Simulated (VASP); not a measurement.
Al, 4 atoms in the cell. It takes space group P6_3/mmc (No. 194, hexagonal). Conventional cell: a = 2.801 Å, b = 2.801 Å, c = 7.868 Å, α = 90.00°, β = 90.00°, γ = 120.00°. Al (site symmetry -3m) has 12 Al at 2.55 to 2.80 Å within 3.4 Å. Al (site symmetry -6m2) has 12 Al at 2.55 to 2.80 Å within 3.4 Å. 

```yaml
Program: VASP 6.6.1
Task: single point
Functional: PBEsol
Dispersion: D3(BJ)
Potentials_or_basis: VASP PAW PBE potentials, release 64 (Al)
Cutoff: 520 eV
k_mesh: 18 × 18 × 6
Occupations: gaussian, width 0.15 eV
Spin: no spin polarisation
Dipole_correction: no
Further_INCAR_settings: ALGO = Normal; EDIFF = 1e-06; NBANDS = 14
```

Potentials or basis: VASP PAW PBE potentials, release 64 (Al).

Command:

```bash
$ cat potpaw_PBE.64/Al/POTCAR > POTCAR
$ mpirun -np 1 vasp_std > vasp.out
```

Hardware: 1 thread of AMD EPYC 7R13, on a shared host.

Task: How long does it take, and how much memory?

Result: Run time: 2.2 min on 1 thread of AMD EPYC 7R13, on a shared host, peak memory 0.2 GiB. Counts: scf iterations 10, k points 148.
